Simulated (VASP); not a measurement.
# Zr4Si3 (P6/mmm) in VASP: a series of runs, part 2 of 2

VASP 6.6.1. Earlier steps stand in the parts before.

### Step 4. Single point, PBE

This run uses another cell than the first one, of 21.40 Å³/atom, 1.177 times its volume.

File INCAR:

```
SYSTEM = Zr4Si3
PREC     = Accurate       ! precision mode
ENCUT    = 500            ! plane-wave cutoff, eV
EDIFF    = 1E-6           ! SCF threshold, eV
ISMEAR   = 0              ! smearing method
SIGMA    = 0.2            ! smearing width, eV
LREAL    = .FALSE.        ! projectors in reciprocal space
LASPH    = .TRUE.         ! aspherical terms in the spheres
NELM     = 120            ! most SCF steps
ALGO     = Normal         ! electronic algorithm
ISIF     = 2              ! what is computed and relaxed
LWAVE    = .FALSE.        ! write WAVECAR
LCHARG   = .FALSE.        ! write CHGCAR
GGA      = PE             ! functional
NBANDS   = 39             ! bands
GGA_COMPAT= .FALSE.
```

File KPOINTS:

```
Automatic mesh
0
G
  4 4 3
  0 0 0
```

File POSCAR:

```
Zr4Si3
1.0
    5.9358586587      0.0000000000      0.0000000000
   -2.9679293293      5.1406043917      0.0000000000
    0.0000000000      0.0000000000      4.9103078036
Zr Si
4 3
Direct
    0.5000000000      0.0000000000      0.5000000000
    0.0000000000      0.5000000000      0.5000000000
    0.5000000000      0.5000000000      0.5000000000
    0.0000000000      0.0000000000      0.5000000000
    0.3333333333      0.6666666667      0.0000000000
    0.6666666667      0.3333333333      0.0000000000
    0.0000000000      0.0000000000      0.0000000000
```

Potentials or basis: VASP PAW PBE potentials, release 64 (Zr_sv, Si).

The run is started by

```
$ cat potpaw_PBE.64/Zr_sv/POTCAR potpaw_PBE.64/Si/POTCAR > POTCAR
$ mpirun -np 1 vasp_std > vasp.out
```

OUTCAR:

```text
SYSTEM = Zr4Si3
   PREC = Accurate
   ENCUT = 500
   EDIFF = 1E-6
   ISMEAR = 0
   LREAL = .FALSE.
   LASPH = .TRUE.
   NELM = 120
   ISIF = 2
   GGA = PE

 ion  position               nearest neighbor table
   1  0.500  0.000  0.500-   3 2.97   3 2.97   4 2.97   4 2.97   2 2.97   2 2.97   6 2.99   5 2.99
                             6 2.99   5 2.99
   2  0.000  0.500  0.500-   4 2.97   4 2.97   3 2.97   3 2.97   1 2.97   1 2.97   6 2.99   5 2.99
                             6 2.99   5 2.99
   3  0.500  0.500  0.500-   1 2.97   1 2.97   2 2.97   2 2.97   4 2.97   4 2.97   6 2.99   5 2.99
                             6 2.99   5 2.99
   4  0.000  0.000  0.500-   7 2.46   7 2.46   2 2.97   2 2.97   1 2.97   1 2.97   3 2.97   3 2.97

   5  0.333  0.667  0.000-   1 2.99   1 2.99   2 2.99   2 2.99   3 2.99   3 2.99
   6  0.667  0.333  0.000-   1 2.99   1 2.99   2 2.99   2 2.99   3 2.99   3 2.99
   7  0.000  0.000  0.000-   4 2.46   4 2.46

  LATTYP: Found a hexagonal cell.
 ALAT       =     5.9358586587
 C/A-ratio  =     0.8272278850

  Lattice vectors:

 A1 = (   5.9358586587,   0.0000000000,   0.0000000000)
 A2 = (  -2.9679293293,   5.1406043917,   0.0000000000)
 A3 = (   0.0000000000,   0.0000000000,   4.9103078036)

Analysis of symmetry for initial positions (statically):
=====================================================================
 Subroutine PRICEL returns:
 Original cell was already a primitive cell.

 Routine SETGRP: Setting up the symmetry group for a
 hexagonal supercell.

 Subroutine GETGRP returns: Found 24 space group operations
 (whereof 24 operations were pure point group operations)
 out of a pool of 24 trial point group operations.

The static configuration has the point symmetry D_6h.

Analysis of symmetry for dynamics (positions and initial velocities):
=====================================================================
 Subroutine PRICEL returns:
 Original cell was already a primitive cell.

[... 123 lines left out ...]
  Thomas-Fermi vector in A             =   2.342334
   LORBIT       =      0    0 simple, 1 ext, 2 COOP (PROOUT), +10 PAW based schemes
   GGA     = PE    functional components
   LHFCALC =     F    Hartree Fock is set to
   AEXX    =    0.0000 exact exchange contribution
   IVDW    =     0    specifies the selected vdW correction
   LEPSILON=     F    determine dielectric tensor
   LRPA    =     F    only Hartree local field effects (RPA)
 non-spin polarized calculation
 Gauss-broadening in eV      SIGMA  =   0.20
  energy-cutoff  :      500.00
  volume of cell :      149.83
 maximum number of plane-waves:      3834
 NGX is ok and might be reduce to    48
   NGX = 21   NGY = 21   NGZ = 17

 number of electron      59.9999998 magnetization

 Free energy of the ion-electron system (eV)
  ---------------------------------------------------
  ext. energy  EPLUGINS =         0.00000000
  ---------------------------------------------------
  free energy    TOTEN  =       -48.47960421 eV

  energy without entropy =      -48.37595739  energy(sigma->0) =      -48.42778080

 E-fermi :   7.8361     XC(G=0): -10.6225

 val. band max:        7.7669716065   @ k =   0.2500   0.2500   0.0000
 cond. band min:       7.8968188700   @ k =   0.2500   0.2500   0.3333
 fundamental gap:      0.1298472635
 Fermi energy:         7.8361068935

 k-point     1 :       0.0000    0.0000    0.0000
  band No.  band energies     occupation
      1     -40.8537      2.00000
      2     -40.6697      2.00000
      3     -40.6697      2.00000
      4     -40.1037      2.00000
      5     -19.5829      2.00000
      6     -19.4545      2.00000
[... 325 lines left out ...]
     38      10.3224      0.00000
     39      10.4902      0.00000

------------------------ aborting loop because EDIFF is reached ----------------------------------------

  FORCE on cell =-STRESS in cart. coord.  units (eV):
  Direction    XX          YY          ZZ          XY          YZ          ZX
  --------------------------------------------------------------------------------------
  -------------------------------------------------------------------------------------
  Total        0.2698833      0.2698833     -0.2333941      0.0000000      0.0000000      0.0000000
  in kB        2.8858927      2.8858927     -2.4957098      0.0000000      0.0000000      0.0000000
  external PRESSURE =       1.0920252 kB  Pullay stress =       0.0000000 kB

 VOLUME and BASIS-vectors are now :
 -----------------------------------------------------------------------------
  energy-cutoff  :      500.00
  volume of cell :      149.83
      direct lattice vectors                 reciprocal lattice vectors
     5.935858659  0.000000000  0.000000000     0.168467623  0.097264828  0.000000000
    -2.967929329  5.140604392  0.000000000     0.000000000  0.194529655  0.000000000
     0.000000000  0.000000000  4.910307804     0.000000000  0.000000000  0.203653221

 POSITION                                       TOTAL-FORCE (eV/Angst)
 -----------------------------------------------------------------------------------
      2.96793      0.00000      2.45515        -0.000000      0.000000      0.000000
     -1.48396      2.57030      2.45515        -0.000000      0.000000      0.000000
      1.48396      2.57030      2.45515        -0.000000      0.000000      0.000000
      0.00000      0.00000      2.45515        -0.000000      0.000000      0.000000
     -0.00000      3.42707      0.00000         0.000000      0.000000      0.000000
      2.96793      1.71353      0.00000         0.000000     -0.000000     -0.000000
      0.00000      0.00000      0.00000        -0.000000      0.000000      0.000000
 -----------------------------------------------------------------------------------
    total drift:                                0.000000     -0.000000     -0.000000

  FREE ENERGIE OF THE ION-ELECTRON SYSTEM (eV)
  ---------------------------------------------------
  free  energy   TOTEN  =       -48.4796042052 eV

  energy  without entropy=      -48.3759573860  energy(sigma->0) =      -48.42778080
```

OSZICAR:

```text
N       E                     dE             d eps       ncg     rms          rms(c)
DAV:   1     0.534474441136E+03    0.53447E+03   -0.29686E+04   624   0.142E+03
DAV:   2    -0.470341435193E-01   -0.53452E+03   -0.52042E+03   712   0.407E+02
DAV:   3    -0.463258510360E+02   -0.46279E+02   -0.45111E+02  1064   0.873E+01
DAV:   4    -0.497107614885E+02   -0.33849E+01   -0.33615E+01   936   0.227E+01
DAV:   5    -0.498820802391E+02   -0.17132E+00   -0.17118E+00   921   0.411E+00    0.257E+01
DAV:   6    -0.487144976746E+02    0.11676E+01   -0.40733E+00   802   0.105E+01    0.116E+01
DAV:   7    -0.485365795824E+02    0.17792E+00   -0.17475E+00   929   0.580E+00    0.377E+00
DAV:   8    -0.484758874554E+02    0.60692E-01   -0.50170E-01   801   0.443E+00    0.116E+00
DAV:   9    -0.484781332339E+02   -0.22458E-02   -0.52979E-02   813   0.121E+00    0.667E-01
DAV:  10    -0.484798071583E+02   -0.16739E-02   -0.10967E-02   873   0.717E-01    0.126E-01
DAV:  11    -0.484795928675E+02    0.21429E-03   -0.94559E-04   825   0.187E-01    0.524E-02
DAV:  12    -0.484796039212E+02   -0.11054E-04   -0.78181E-05   882   0.514E-02    0.108E-02
DAV:  13    -0.484796042052E+02   -0.28406E-06   -0.38227E-06   785   0.950E-03
   1 F= -.48479604E+02 E0= -.48427781E+02  d E =-.103647E+00
```

It took 1.9 min on 1 thread of Intel Xeon 8259CL, shared host; peak memory 0.27 GiB.

What came out:

* Free energy: -48.4796 eV
* Pressure: 0.1 GPa
* Band gap on the k mesh: zero (band 30 reaches 7.98 eV, above the bottom of band 31 at 6.40 eV)

Stress tensor (GPa, compression positive):
```
 0.29  0.00  0.00
 0.00  0.29  0.00
 0.00  0.00 -0.25
```

Caveat: the k points lie up to 0.43 Å⁻¹ apart.

### Step 5. The runs side by side

| cell | gap on the mesh (eV) | pressure (GPa) | largest force (eV/Å) |
| --- | --- | --- | --- |
| a = 5.319, b = 5.319, c = 5.197 Å, angles 90.0, 90.0, 120.0°, 7 atoms | none | 0.1 | 0.03 |
| a = 5.322, b = 5.322, c = 5.194 Å, angles 90.0, 90.0, 120.0°, 7 atoms | none | 0.1 | 0.01 |
| a = 5.936, b = 5.936, c = 4.910 Å, angles 90.0, 90.0, 120.0°, 7 atoms | none | 0.1 | - |

Alike in all rows: task single point; level PBE; potentials or basis VASP PAW PBE potentials, release 64 (Zr_sv, Si); no spin polarisation; k mesh 4 × 4 × 3; cutoff (eV) 500; smearing gaussian 0.2 eV.

Caveats: all runs use coarse meshes.

Absolute energies hang on the potentials; compare differences alone.
